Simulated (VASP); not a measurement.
# Nb3Sn (Pm-3n) in VASP: settings compared, part 2 of 2

VASP 6.6.1. The steps go on from the part before.

### 4 Single point, PBE

This run uses another cell than the first one, of 18.81 Å³/atom, 1.057 times its volume.

Contents of INCAR:

```
SYSTEM = Nb3Sn
PREC = Accurate
ENCUT = 520
EDIFF = 1E-6
ISMEAR = -1
SIGMA = 0.1
LREAL = .False.
LASPH = .True.
NELM = 60
ALGO = Normal
ISIF = 2
LWAVE = .False.
LCHARG = .False.
GGA = PE
NBANDS = 63
```

Contents of KPOINTS:

```
regular mesh
0
Gamma
  6 6 6
  0 0 0
```

Contents of POSCAR:

```
Nb3Sn
1.0
    5.3192221931      0.0000000000      0.0000000000
    0.0000000000      5.3192221931      0.0000000000
    0.0000000000      0.0000000000      5.3192221931
Nb Sn
6 2
Direct
    0.2500000000      0.0000000000      0.5000000000
    0.5000000000      0.7500000000      0.0000000000
    0.7500000000      0.0000000000      0.5000000000
    0.5000000000      0.2500000000      0.0000000000
    0.0000000000      0.5000000000      0.7500000000
    0.0000000000      0.5000000000      0.2500000000
    0.0000000000      0.0000000000      0.0000000000
    0.5000000000      0.5000000000      0.5000000000
```

Potentials or basis: VASP PAW PBE potentials, release 64 (Nb_sv, Sn_d).

On the command line:

```sh
$ cat potpaw_PBE.64/Nb_sv/POTCAR potpaw_PBE.64/Sn_d/POTCAR > POTCAR
$ mpirun -np 1 vasp_std > vasp.out
```

OUTCAR:

```text
SYSTEM = Nb3Sn
   PREC = Accurate
   ENCUT = 520
   EDIFF = 1E-6
   ISMEAR = -1
   LREAL = .False.
   LASPH = .True.
   NELM = 60
   ISIF = 2
   GGA = PE

 ion  position               nearest neighbor table
   1  0.250  0.000  0.500-   3 2.66   3 2.66   8 2.97   7 2.97   8 2.97   7 2.97
   2  0.500  0.750  0.000-   4 2.66   4 2.66   8 2.97   8 2.97   7 2.97   7 2.97
   3  0.750  0.000  0.500-   1 2.66   1 2.66   8 2.97   7 2.97   8 2.97   7 2.97
   4  0.500  0.250  0.000-   2 2.66   2 2.66   8 2.97   8 2.97   7 2.97   7 2.97
   5  0.000  0.500  0.750-   6 2.66   6 2.66   8 2.97   7 2.97   7 2.97   8 2.97
   6  0.000  0.500  0.250-   5 2.66   5 2.66   8 2.97   7 2.97   7 2.97   8 2.97
   7  0.000  0.000  0.000-   1 2.97   2 2.97   3 2.97   4 2.97   5 2.97   6 2.97   1 2.97   3 2.97
                             5 2.97   6 2.97   2 2.97   4 2.97
   8  0.500  0.500  0.500-   1 2.97   2 2.97   3 2.97   4 2.97   5 2.97   6 2.97   2 2.97   4 2.97
                             1 2.97   3 2.97   5 2.97   6 2.97

  LATTYP: Found a simple cubic cell.
 ALAT       =     5.3192221931

  Lattice vectors:

 A1 = (   5.3192221931,   0.0000000000,   0.0000000000)
 A2 = (   0.0000000000,   5.3192221931,   0.0000000000)
 A3 = (   0.0000000000,   0.0000000000,   5.3192221931)

Analysis of symmetry for initial positions (statically):
=====================================================================
 Subroutine PRICEL returns:
 Original cell was already a primitive cell.

 Routine SETGRP: Setting up the symmetry group for a
 simple cubic supercell.

 Subroutine GETGRP returns: Found 48 space group operations
 (whereof 24 operations were pure point group operations)
 out of a pool of 48 trial point group operations.

The static configuration has the point symmetry T_h .
 The point group associated with its full space group is O_h .

Analysis of symmetry for dynamics (positions and initial velocities):
=====================================================================
 Subroutine PRICEL returns:
 Original cell was already a primitive cell.

[... 141 lines left out ...]
   LHFCALC =     F    Hartree Fock is set to
   AEXX    =    0.0000 exact exchange contribution
   IVDW    =     0    specifies the selected vdW correction
   LEPSILON=     F    determine dielectric tensor
   LRPA    =     F    only Hartree local field effects (RPA)
 non-spin polarized calculation
  energy-cutoff  :      520.00
  volume of cell :      150.50
 maximum number of plane-waves:      4076
 NGX is ok and might be reduce to    40
   NGX = 19   NGY = 19   NGZ = 19

 number of electron     106.0000036 magnetization

 Free energy of the ion-electron system (eV)
  ---------------------------------------------------
  ext. energy  EPLUGINS =         0.00000000
  ---------------------------------------------------
  free energy    TOTEN  =       -70.55902718 eV

  energy without entropy =      -70.22670198  energy(sigma->0) =      -70.39286458

 E-fermi :  11.1841     XC(G=0): -12.2572

 val. band max:       11.1673044636   @ k =   0.5000   0.3333   0.1667
 cond. band min:      11.1988718122   @ k =   0.3333   0.1667   0.0000
 fundamental gap:      0.0315673486
 Fermi energy:        11.1841495372

 k-point     1 :       0.0000    0.0000    0.0000
  band No.  band energies     occupation
      1     -43.4462      2.00000
      2     -43.3799      2.00000
      3     -43.3799      2.00000
      4     -43.1731      2.00000
      5     -43.1731      2.00000
      6     -43.1731      2.00000
[... 1309 lines left out ...]
     62      13.6413      0.00000
     63      13.6777      0.00000

------------------------ aborting loop because EDIFF is reached ----------------------------------------

  FORCE on cell =-STRESS in cart. coord.  units (eV):
  Direction    XX          YY          ZZ          XY          YZ          ZX
  --------------------------------------------------------------------------------------
  -------------------------------------------------------------------------------------
  Total       -0.2003003     -0.2003003     -0.2003003      0.0000000      0.0000000      0.0000000
  in kB       -2.1322973     -2.1322973     -2.1322973      0.0000000      0.0000000      0.0000000
  external PRESSURE =      -2.1322973 kB  Pullay stress =       0.0000000 kB

 VOLUME and BASIS-vectors are now :
 -----------------------------------------------------------------------------
  energy-cutoff  :      520.00
  volume of cell :      150.50
      direct lattice vectors                 reciprocal lattice vectors
     5.319222193  0.000000000  0.000000000     0.187997411  0.000000000  0.000000000
     0.000000000  5.319222193  0.000000000     0.000000000  0.187997411  0.000000000
     0.000000000  0.000000000  5.319222193     0.000000000  0.000000000  0.187997411

 POSITION                                       TOTAL-FORCE (eV/Angst)
 -----------------------------------------------------------------------------------
      1.32981      0.00000      2.65961        -0.000000     -0.000000     -0.000000
      2.65961      3.98942      0.00000        -0.000000      0.000000     -0.000000
      3.98942      0.00000      2.65961         0.000000      0.000000      0.000000
      2.65961      1.32981      0.00000         0.000000     -0.000000      0.000000
      0.00000      2.65961      3.98942        -0.000000      0.000000     -0.000000
      0.00000      2.65961      1.32981         0.000000     -0.000000      0.000000
      0.00000      0.00000      0.00000        -0.000000      0.000000     -0.000000
      2.65961      2.65961      2.65961        -0.000000      0.000000     -0.000000
 -----------------------------------------------------------------------------------
    total drift:                                0.000000     -0.000000      0.000000

  FREE ENERGIE OF THE ION-ELECTRON SYSTEM (eV)
  ---------------------------------------------------
  free  energy   TOTEN  =       -70.5590271801 eV

  energy  without entropy=      -70.2267019844  energy(sigma->0) =      -70.39286458
```

OSZICAR:

```text
N       E                     dE             d eps       ncg     rms          rms(c)
DAV:   1     0.184023405535E+04    0.18402E+04   -0.51526E+04  2579   0.224E+03
DAV:   2     0.225476277038E+03   -0.16148E+04   -0.15818E+04  2568   0.824E+02
DAV:   3    -0.387917823486E+02   -0.26427E+03   -0.25484E+03  3321   0.285E+02
DAV:   4    -0.707553276227E+02   -0.31964E+02   -0.31061E+02  3816   0.864E+01
DAV:   5    -0.734685486789E+02   -0.27132E+01   -0.26859E+01  4552   0.220E+01    0.174E+01
DAV:   6    -0.707729576428E+02    0.26956E+01   -0.97330E+00  3713   0.156E+01    0.564E+00
DAV:   7    -0.705514485844E+02    0.22151E+00   -0.19124E+00  3968   0.684E+00    0.265E+00
DAV:   8    -0.705571859583E+02   -0.57374E-02   -0.25021E-01  4033   0.264E+00    0.632E-01
DAV:   9    -0.705583832474E+02   -0.11973E-02   -0.40040E-02  4032   0.107E+00    0.379E-01
DAV:  10    -0.705590721694E+02   -0.68892E-03   -0.63418E-03  4016   0.377E-01    0.605E-02
DAV:  11    -0.705590438023E+02    0.28367E-04   -0.62326E-04  3464   0.136E-01    0.281E-02
DAV:  12    -0.705590273859E+02    0.16416E-04   -0.66797E-05  4184   0.460E-02    0.597E-03
DAV:  13    -0.705590271801E+02    0.20583E-06   -0.68774E-06  2728   0.139E-02
   1 F= -.70559027E+02 E0= -.70392865E+02  d E =-.332325E+00
```

stdout:

```text
POSCAR found type information on POSCAR NbSn
 POSCAR found :  2 types and       8 ions
 scaLAPACK will be used
 LDA part: xc-table for (Slater+PW92), standard interpolation
 POSCAR, INCAR and KPOINTS ok, starting setup
 FFT: planning ... GRIDC
 FFT: planning ... GRID_SOFT
 FFT: planning ... GRID
 WAVECAR not read
 entering main loop
```

Wall time 2.5 min (1 thread of Intel Xeon Platinum 8259CL at 2.50GHz (Skylake/Cascade Lake), shared host); peak memory 0.32 GiB.

Results:

```
Free energy            : -70.5590 eV
Pressure               : -0.2 GPa
Band gap on the k mesh : zero (band 53 reaches 11.34 eV, above the bottom of band 54 at 10.77 eV)
```

Levels at points of the mesh, in eV from the Fermi level:
| k point | band 50 | band 51 | band 52 | band 53 | band 54 | band 55 | band 56 | band 57 |
| --- | --- | --- | --- | --- | --- | --- | --- | --- |
| (0.00, 0.00, 0.00) | -0.56 | -0.56 | -0.56 | -0.09 | -0.09 | 2.31 | 2.31 | 2.31 |
| (0.50, 0.00, 0.00) | -1.00 | -0.84 | -0.84 | -0.41 | -0.41 | 1.45 | 1.45 | 2.12 |
| (0.50, 0.50, 0.00) | 0.06 | 0.14 | 0.16 | 0.16 | 0.55 | 0.58 | 0.58 | 0.72 |
| (0.50, 0.50, 0.50) | 0.02 | 0.02 | 0.02 | 0.08 | 0.08 | 0.08 | 0.08 | 0.08 |

Caveat: spin-orbit coupling is left out, which moves the levels of the heavy elements.

### 5 Overview

```tsv
level	potentials or basis	cell	gap on the mesh (eV)	pressure (GPa)
LDA	VASP PAW LDA potentials, release 64 (Nb_sv, Sn_d)	a = 5.221 Å, 8 atoms	none	0.0
PBEsol	VASP PAW PBE potentials, release 64 (Nb_sv, Sn_d)	a = 5.259 Å, 8 atoms	none	-0.2
PBE	VASP PAW PBE potentials, release 64 (Nb_sv, Sn_d)	a = 5.319 Å, 8 atoms	none	-0.2
```

Alike in all rows: task single point; no spin polarisation; k mesh 6 × 6 × 6; cutoff (eV) 520; smearing fermi-dirac 0.1 eV.

Caveats: spin-orbit coupling is left out, which moves the levels of the heavy elements; the PAW data sets were made with another functional, which shifts forces and pressure a little (some runs).

Absolute energies hang on the potentials; compare differences alone.
